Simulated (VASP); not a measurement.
MgF2: single point with HSE06

The system is MgF2.

```
Mg F
1.0
     4.52958    0.00000    0.00000
     0.00000    4.52958    0.00000
     0.00000    0.00000    2.98519
Mg F
2 4
Direct
  0.00000 0.00000 0.00000
  0.50000 0.50000 0.50000
  0.30188 0.30188 0.00000
  0.19812 0.80188 0.50000
  0.80188 0.19812 0.50000
  0.69812 0.69812 0.00000
```

This cell differs from its parent crystal: strain -2.0%.

* Program: VASP 6.6.1
* Task: single point
* Functional: HSE06
* Potentials or basis: VASP PAW PBE potentials, release 64 (Mg, F)
* Cutoff: 520 eV
* k mesh: 4 × 4 × 6
* Occupations: gaussian, width 0.01 eV
* Spin: no spin polarisation
* Dipole correction: no
* Grid for exact exchange (PRECFOCK): Normal
* Further INCAR settings: ALGO = Normal; EDIFF = 1e-06; NBANDS = 25
* Share of exact exchange: 0.25
* Screening parameter: 0.2079 1/Å

The pressure is 8.1 GPa, the largest force is 0.017 eV/Å and the band gap on the k mesh is 9.86 eV.

Forces on the atoms (eV/Å):
```
Mg   0.000  0.000  0.000
Mg   0.000  0.000  0.000
F    0.012  0.012  0.000
F   -0.012  0.012  0.000
F    0.012 -0.012  0.000
F   -0.012 -0.012  0.000
```

Stress tensor (GPa, compression positive):
```
7.93 0.00 0.00
0.00 7.93 0.00
0.00 0.00 8.57
```

Levels at points of the mesh, in eV from the valence-band top:
| k point | band 13 | band 14 | band 15 | band 16 | band 17 | band 18 | band 19 | band 20 |
| --- | --- | --- | --- | --- | --- | --- | --- | --- |
| (0.00, 0.00, 0.00) | -0.69 | -0.31 | -0.31 | 0.00 | 9.86 | 15.11 | 15.11 | 16.52 |
| (0.50, 0.00, 0.00) | -1.00 | -1.00 | -0.41 | -0.41 | 12.40 | 12.40 | 16.43 | 16.43 |
| (0.50, 0.50, 0.00) | -1.02 | -1.02 | -0.91 | -0.91 | 14.16 | 14.16 | 14.41 | 14.41 |
| (0.00, 0.00, 0.50) | -1.34 | -1.34 | -0.98 | -0.98 | 14.88 | 14.88 | 17.98 | 17.98 |
| (0.50, 0.00, 0.50) | -0.79 | -0.79 | -0.76 | -0.76 | 15.73 | 15.73 | 16.67 | 16.67 |
| (0.50, 0.50, 0.50) | -0.72 | -0.72 | -0.50 | -0.50 | 16.07 | 16.07 | 16.53 | 16.53 |

It took 28 min on 4 MPI ranks on Intel(R) Xeon(R) Platinum 8488C (Sapphire Rapids), on a shared host, peak memory 0.31 GiB a rank.

Caveat: the cell differs from its parent crystal (strain -2.0%); the cell stands under pressure; the PAW data sets were made with another functional, which shifts forces and pressure a little.
